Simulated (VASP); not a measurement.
# Ru (P6_3/mmc) in VASP: single point with PBE

Aim: the single point of Ru with PBE.

Program: VASP 6.6.1. These are calculated values, not measurements. Logs are shortened: lines on timing, memory, paths and dates and some standing lists are left out, and cuts for length are marked.

## Step 1: The cell of the first run

The structure is hexagonal, space group P6_3/mmc (No. 194). Conventional cell: a = 2.721 Å, b = 2.721 Å, c = 4.296 Å, α = 90.00°, β = 90.00°, γ = 120.00°. Within 3.5 Å of Ru (site symmetry -6m2) lie 12 Ru at 2.66 to 2.72 Å.

## Step 2: Single point, PBE

Input file INCAR:

```
PREC     = Accurate       # precision mode
ENCUT    = 520            # plane-wave cutoff, eV
EDIFF    = 1E-6           # SCF threshold, eV
ISMEAR   = -1             # smearing method
SIGMA    = 0.08           # smearing width, eV
LREAL    = False          # projectors in reciprocal space
LASPH    = True           # aspherical terms in the spheres
NELM     = 80             # most SCF steps
ALGO     = Normal         # electronic algorithm
ISIF     = 2              # what is computed and relaxed
LWAVE    = False          # write WAVECAR
LCHARG   = False          # write CHGCAR
GGA      = PE             # functional
NBANDS   = 21             # bands
```

Input file KPOINTS:

```
regular mesh
0
Gamma
  18 18 10
```

Input file POSCAR:

```
Ru
1.0
    2.7207384563      0.0000000000      0.0000000000
   -1.3603692282      2.3562286202      0.0000000000
    0.0000000000      0.0000000000      4.2960587739
Ru
2
Direct
    0.3333333333      0.6666666667      0.2500000000
    0.6666666667      0.3333333333      0.7500000000
```

Potentials or basis: VASP PAW PBE potentials, release 64 (Ru_pv).

Run with:

```
$ cat potpaw_PBE.64/Ru_pv/POTCAR > POTCAR
$ mpirun -np 1 vasp_std > vasp.out
```

OUTCAR:

```text
PREC = Accurate
   ENCUT = 520
   EDIFF = 1E-6
   ISMEAR = -1
   LREAL = False
   LASPH = True
   NELM = 80
   ISIF = 2
   GGA = PE

 ion  position               nearest neighbor table
   1  0.333  0.667  0.250-   2 2.66   2 2.66   2 2.66   2 2.66   2 2.66   2 2.66
   2  0.667  0.333  0.750-   1 2.66   1 2.66   1 2.66   1 2.66   1 2.66   1 2.66

  LATTYP: Found a hexagonal cell.
 ALAT       =     2.7207384563
 C/A-ratio  =     1.5790046867

  Lattice vectors:

 A1 = (   2.7207384563,   0.0000000000,   0.0000000000)
 A2 = (  -1.3603692282,   2.3562286202,   0.0000000000)
 A3 = (   0.0000000000,   0.0000000000,   4.2960587739)

Analysis of symmetry for initial positions (statically):
=====================================================================
 Subroutine PRICEL returns:
 Original cell was already a primitive cell.

 Routine SETGRP: Setting up the symmetry group for a
 hexagonal supercell.

 Subroutine GETGRP returns: Found 24 space group operations
 (whereof 12 operations were pure point group operations)
 out of a pool of 24 trial point group operations.

The static configuration has the point symmetry D_3d.
 The point group associated with its full space group is D_6h.

Analysis of symmetry for dynamics (positions and initial velocities):
=====================================================================
 Subroutine PRICEL returns:
 Original cell was already a primitive cell.

 Routine SETGRP: Setting up the symmetry group for a
 hexagonal supercell.

 Subroutine GETGRP returns: Found 24 space group operations
 (whereof 12 operations were pure point group operations)
 out of a pool of 24 trial point group operations.

The dynamic configuration has the point symmetry D_3d.
 The point group associated with its full space group is D_6h.

 Subroutine INISYM returns: Found 24 space group operations
 (whereof 12 operations are pure point group operations),
 and found     1 'primitive' translations

----------------------------------------------------------------------------------------

                                     Primitive cell

  volume of cell :      27.5407

  direct lattice vectors                    reciprocal lattice vectors
     2.720738456  0.000000000  0.000000000     0.367547273  0.212203517  0.000000000
    -1.360369228  2.356228620  0.000000000     0.000000000  0.424407034  0.000000000
     0.000000000  0.000000000  4.296058774     0.000000000  0.000000000  0.232771490

  length of vectors
     2.720738456  2.720738456  4.296058774     0.424407034  0.424407034  0.232771490

  position of ions in fractional coordinates (direct lattice)
     0.333333333  0.666666667  0.250000000
     0.666666667  0.333333333  0.750000000

  ion indices of the primitive-cell ions
   primitive index   ion index
                 1           1
                 2           2

----------------------------------------------------------------------------------------

 KPOINTS: regular mesh

Automatic generation of k-mesh.
 Grid dimensions read from file:
 generate k-points for:   18   18   10

 Generating k-lattice:

  Cartesian coordinates                     Fractional coordinates (reciprocal lattice)
     0.020419293  0.011789084  0.000000000     0.055555556 -0.000000000  0.000000000
     0.000000000  0.023578169  0.000000000     0.000000000  0.055555556  0.000000000
     0.000000000  0.000000000  0.023277149     0.000000000  0.000000000  0.100000000

  Length of vectors
     0.023578169  0.023578169  0.023277149

  Shift w.r.t. Gamma in fractional coordinates (k-lattice)
     0.000000000  0.000000000  0.000000000

 Subroutine IBZKPT returns following result:
 ===========================================

 Found    222 irreducible k-points:

 Following reciprocal coordinates:
            Coordinates               Weight
  0.000000  0.000000  0.000000      1.000000
  0.055556  0.000000  0.000000      6.000000
  0.111111  0.000000  0.000000      6.000000
  0.166667  0.000000  0.000000      6.000000
  0.222222  0.000000  0.000000      6.000000
  0.277778  0.000000  0.000000      6.000000
[... 16 lines left out ...]
  0.333333  0.111111  0.000000     12.000000
  0.388889  0.111111  0.000000     12.000000
 [... further k-points ...]
   k-points           NKPTS =    222   k-points in BZ     NKDIM =    222   number of bands    NBANDS=     21
   number of dos      NEDOS =    301   number of ions     NIONS =      2
   total plane-waves  NPLWV =  12800
   dimension x,y,z NGX =    20 NGY =   20 NGZ =   32
   dimension x,y,z NGXF=    40 NGYF=   40 NGZF=   64
   ions per type =               2
   NGX,Y,Z   is equivalent  to a cutoff of  12.22, 12.22, 12.38 a.u.
   NGXF,Y,Z  is equivalent  to a cutoff of  24.44, 24.44, 24.77 a.u.
 SYSTEM =  unknown system
   PREC   = accura    normal or accurate (medium, high low for compatibility)
   ISTART =      0    job   : 0-new  1-cont  2-samecut
   ICHARG =      2    charge: 1-file 2-atom 10-const
   ISPIN  =      1    spin polarized calculation?
   LNONCOLLINEAR =      F non collinear calculations
   LSORBIT =      F    spin-orbit coupling
   LASPH  =      T    aspherical Exc in radial PAW
   ENCUT  =  520.0 eV  38.22 Ry    6.18 a.u.   5.06  5.06  7.99*2*pi/ulx,y,z
   NELM   =     80;   NELMIN=  2; NELMDL= -5     # of ELM steps
   EDIFF  = 0.1E-05   stopping-criterion for ELM
   LREAL  =      F    real-space projection
   EDIFFG = 0.1E-04   stopping-criterion for IOM
   NSW    =      0    number of steps for IOM
   IBRION =     -1    ionic relax: 0-MD 1-quasi-New 2-CG
   NFREE  =      0    steps in history (QN), initial steepest desc. (CG)
   ISIF   =      2    stress and relaxation
   ISYM   =      2    0-nonsym 1-usesym 2-fastsym
   POTIM  = 0.5000    time-step for ionic-motion
   TEBEG  =    0.0;   TEEND  =   0.0 temperature during run
   PSTRESS=    0.0 pullay stress
   NELECT =      28.0000    total number of electrons
   NUPDOWN=      -1.0000    fix difference up-down
   EMIN   =  10.00;   EMAX   =-10.00  energy-range for DOS
   EFERMI =   0.00;   METHOD = LEGACY
   ISMEAR =    -1;   SIGMA  =   0.08  broadening in eV -4-tet -1-fermi 0-gaus
   EFERMI_NEDOS =   21; number of points for ismear=-14 and -15
   IALGO  =     38    algorithm
   IMIX   =      4    mixing-type and parameters
     AMIX     =   0.40;   BMIX     =  1.00
     AMIX_MAG =   1.60;   BMIX_MAG =  1.00
  volume/ion in A,a.u.               =      13.77        92.93
  Fermi-wavevector in a.u.,A,eV,Ry     =   1.646150  3.110772 36.869194  2.709809
  Thomas-Fermi vector in A             =   2.735827
   LORBIT       =      0    0 simple, 1 ext, 2 COOP (PROOUT), +10 PAW based schemes
   GGA     = PE    functional components
   LHFCALC =     F    Hartree Fock is set to
   AEXX    =    0.0000 exact exchange contribution
   IVDW    =     0    specifies the selected vdW correction
   LEPSILON=     F    determine dielectric tensor
   LRPA    =     F    only Hartree local field effects (RPA)
 non-spin polarized calculation
  energy-cutoff  :      520.00
  volume of cell :       27.54
 maximum number of plane-waves:       759
   NGX = 11   NGY = 11   NGZ = 15

 number of electron      28.0000013 magnetization

 Free energy of the ion-electron system (eV)
  ---------------------------------------------------
  ext. energy  EPLUGINS =         0.00000000
  ---------------------------------------------------
  free energy    TOTEN  =       -18.48583212 eV

  energy without entropy =      -18.44961102  energy(sigma->0) =      -18.46772157

 E-fermi :  12.5880     XC(G=0): -14.0316

 val. band max:       12.5783222480   @ k =   0.4444   0.1111   0.5000
 cond. band min:      12.5920694422   @ k =   0.0000   0.0000   0.2000
 fundamental gap:      0.0137471942
 Fermi energy:        12.5879715968

 k-point     1 :       0.0000    0.0000    0.0000
  band No.  band energies     occupation
      1     -31.0128      2.00000
      2     -30.1218      2.00000
      3     -30.1218      2.00000
      4     -29.9571      2.00000
      5     -29.9571      2.00000
      6     -29.9164      2.00000
[... 13 lines left out ...]
     20      23.0256      0.00000
     21      23.0390      0.00000

 k-point     2 :       0.0556    0.0000    0.0000
  band No.  band energies     occupation
      1     -31.0027      2.00000
      2     -30.1431      2.00000
      3     -30.1290      2.00000
      4     -29.9794      2.00000
      5     -29.9600      2.00000
      6     -29.9211      2.00000
[... 13 lines left out ...]
     20      23.0256      0.00000
     21      23.0382      0.00000

 k-point     3 :       0.1111    0.0000    0.0000
  band No.  band energies     occupation
      1     -30.9731      2.00000
      2     -30.2043      2.00000
      3     -30.1496      2.00000
      4     -30.0430      2.00000
      5     -29.9686      2.00000
      6     -29.9353      2.00000
[... 13 lines left out ...]
     20      23.0256      0.00000
     21      23.0361      0.00000

 k-point     4 :       0.1667    0.0000    0.0000
  band No.  band energies     occupation
      1     -30.9257      2.00000
      2     -30.2983      2.00000
      3     -30.1803      2.00000
      4     -30.1387      2.00000
      5     -29.9824      2.00000
      6     -29.9590      2.00000
[... 13 lines left out ...]
     20      23.0255      0.00000
     21      23.0337      0.00000

 k-point     5 :       0.2222    0.0000    0.0000
  band No.  band energies     occupation
      1     -30.8634      2.00000
      2     -30.4137      2.00000
      3     -30.2535      2.00000
      4     -30.2168      2.00000
      5     -30.0003      2.00000
      6     -29.9921      2.00000
[... 13 lines left out ...]
     20      23.0255      0.00000
     21      23.0315      0.00000

 k-point     6 :       0.2778    0.0000    0.0000
  band No.  band energies     occupation
      1     -30.7905      2.00000
      2     -30.5364      2.00000
      3     -30.3725      2.00000
      4     -30.2547      2.00000
      5     -30.0339      2.00000
      6     -30.0201      2.00000
[... 13 lines left out ...]
     20      23.0254      0.00000
     21      23.0296      0.00000

 k-point     7 :       0.3333    0.0000    0.0000
  band No.  band energies     occupation
      1     -30.7124      2.00000
      2     -30.6517      2.00000
      3     -30.4817      2.00000
      4     -30.2895      2.00000
      5     -30.0827      2.00000
      6     -30.0393      2.00000
[... 13 lines left out ...]
     20      23.0245      0.00000
     21      23.0262      0.00000
[... 291 lines left out ...]
      1     -30.8377      2.00000
      2     -30.4210      2.00000
      3     -30.3521      2.00000
      4     -30.1878      2.00000
      5     -30.0348      2.00000
      6     -30.0064      2.00000
[... 13 lines left out ...]
     20      23.0254      0.00000
     21      23.0313      0.00000

 k-point    21 :       0.2222    0.1111    0.0000
  band No.  band energies     occupation
      1     -30.7665      2.00000
      2     -30.5314      2.00000
      3     -30.4367      2.00000
      4     -30.2463      2.00000
      5     -30.0625      2.00000
      6     -30.0483      2.00000
[... 13 lines left out ...]
     20      23.0253      0.00000
     21      23.0300      0.00000

 k-point    22 :       0.2778    0.1111    0.0000
  band No.  band energies     occupation
      1     -30.6898      2.00000
      2     -30.6389      2.00000
      3     -30.5106      2.00000
      4     -30.3020      2.00000
      5     -30.0974      2.00000
      6     -30.0875      2.00000
[... 13 lines left out ...]
     20      23.0244      0.00000
     21      23.0264      0.00000

 k-point    23 :       0.3333    0.1111    0.0000
  band No.  band energies     occupation
      1     -30.7268      2.00000
      2     -30.6149      2.00000
      3     -30.5698      2.00000
      4     -30.3470      2.00000
      5     -30.1496      2.00000
      6     -30.1075      2.00000
[... 13 lines left out ...]
     20      23.0252      0.00000
     21      23.2809      0.00000

 k-point    24 :       0.3889    0.1111    0.0000
  band No.  band energies     occupation
      1     -30.7840      2.00000
      2     -30.6084      2.00000
      3     -30.5543      2.00000
      4     -30.3758      2.00000
      5     -30.1956      2.00000
      6     -30.1205      2.00000
[... 13 lines left out ...]
     20      23.0248      0.00000
     21      23.6295      0.00000

 [... further k-points ...]
[... 5 lines left out ...]
  --------------------------------------------------------------------------------------
  -------------------------------------------------------------------------------------
  Total       -0.0181136     -0.0181136     -0.0127642      0.0000000      0.0000000     -0.0000000
  in kB       -1.0537587     -1.0537587     -0.7425566      0.0000000      0.0000000     -0.0000000
  external PRESSURE =      -0.9500246 kB  Pullay stress =       0.0000000 kB

 VOLUME and BASIS-vectors are now :
 -----------------------------------------------------------------------------
  energy-cutoff  :      520.00
  volume of cell :       27.54
      direct lattice vectors                 reciprocal lattice vectors
     2.720738456  0.000000000  0.000000000     0.367547273  0.212203517  0.000000000
    -1.360369228  2.356228620  0.000000000     0.000000000  0.424407034  0.000000000
     0.000000000  0.000000000  4.296058774     0.000000000  0.000000000  0.232771490

 POSITION                                       TOTAL-FORCE (eV/Angst)
 -----------------------------------------------------------------------------------
     -0.00000      1.57082      1.07401         0.000000     -0.000000      0.000000
      1.36037      0.78541      3.22204        -0.000000      0.000000      0.000000
 -----------------------------------------------------------------------------------
    total drift:                               -0.000000      0.000000     -0.000000

  FREE ENERGIE OF THE ION-ELECTRON SYSTEM (eV)
  ---------------------------------------------------
  free  energy   TOTEN  =       -18.4858321206 eV

  energy  without entropy=      -18.4496110169  energy(sigma->0) =      -18.46772157
```

Wall time 53 s (1 thread of Intel Xeon Platinum 8375C at 2.90GHz (Ice Lake), shared host); peak memory 0.21 GiB.

What came out:

* Free energy: -18.4858 eV
* Pressure: -0.1 GPa
* Band gap on the k mesh: zero (band 14 reaches 14.04 eV, above the bottom of band 15 at 10.98 eV)
